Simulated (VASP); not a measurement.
Write the native input for VASP 6.6.1 that does the following.

```
Task                   : relaxation of cell and atoms
Functional             : PBE
Potentials or basis    : VASP PAW PBE potentials, release 64 (Al, Ga_d, N)
Cutoff                 : 600 eV
k mesh                 : 6 × 6 × 2
Occupations            : gaussian, width 0.1 eV
Spin                   : no spin polarisation
Dipole correction      : no
Further INCAR settings : ALGO = Normal; EDIFF = 1e-07; IBRION = 2; EDIFFG = -0.04; NSW = 90; ISIF = 3
```

The structure of AlGa3N2 lies in POSCAR:

```
AlGa3N2
1.0
    3.1599091300      0.0000000000      0.0000000000
    0.0000000000      3.1599091300      0.0000000000
    0.0000000000      0.0000000000     10.5629680300
Al Ga N
1 3 2
Direct
    0.5000000000      0.5000000000      0.5000000000
    0.0000000000      0.0000000000      0.0000000000
    0.0000000000      0.0000000000      0.7145522800
    0.0000000000      0.0000000000      0.2854477200
    0.5000000000      0.5000000000      0.8473602500
    0.5000000000      0.5000000000      0.1526397500
```

The input as run:

INCAR

```
SYSTEM = AlGa3N2
  PREC = Accurate
  ENCUT = 600
  EDIFF = 1E-7
  ISMEAR = 0
  SIGMA = 0.1
  LREAL = .False.
  LASPH = .True.
  NELM = 100
  ALGO = Normal
  ISIF = 3
  LWAVE = .False.
  LCHARG = .False.
  GGA = PE
  IBRION = 2
  NSW = 90
  EDIFFG = -0.04
```

KPOINTS

```
regular mesh
0
Gamma
  6 6 2
  0 0 0
```

Potentials or basis: VASP PAW PBE potentials, release 64 (Al, Ga_d, N).

Run with:

```bash
$ cat potpaw_PBE.64/Al/POTCAR potpaw_PBE.64/Ga_d/POTCAR potpaw_PBE.64/N/POTCAR > POTCAR
$ mpirun -np 1 vasp_std > vasp.out
```

Results of the run:

The relaxed volume is 14.10 Å³/atom and the relaxed cell is a = 2.900 Å, b = 2.900 Å, c = 10.064 Å, α = 90.00°, β = 90.00°, γ = 90.00°. The space group after relaxing (to 0.05 Å) is P4/mmm (No. 123) and the energy gained by relaxing is 918.5 meV/atom. The ionic steps are 58. The pressure after relaxing is -0.1 GPa and the largest force after relaxing is 0.011 eV/Å. The band gap on the k mesh is zero (band 26 reaches 6.43 eV, above the bottom of band 27 at 5.05 eV).

Caveat: the volume moved by over 15 % at a fixed basis, so the end points are rough.

Wall time 32 min on 1 thread of Intel(R) Xeon(R) 6975P-C (Granite Rapids), on a shared host, peak memory 0.3 GiB.
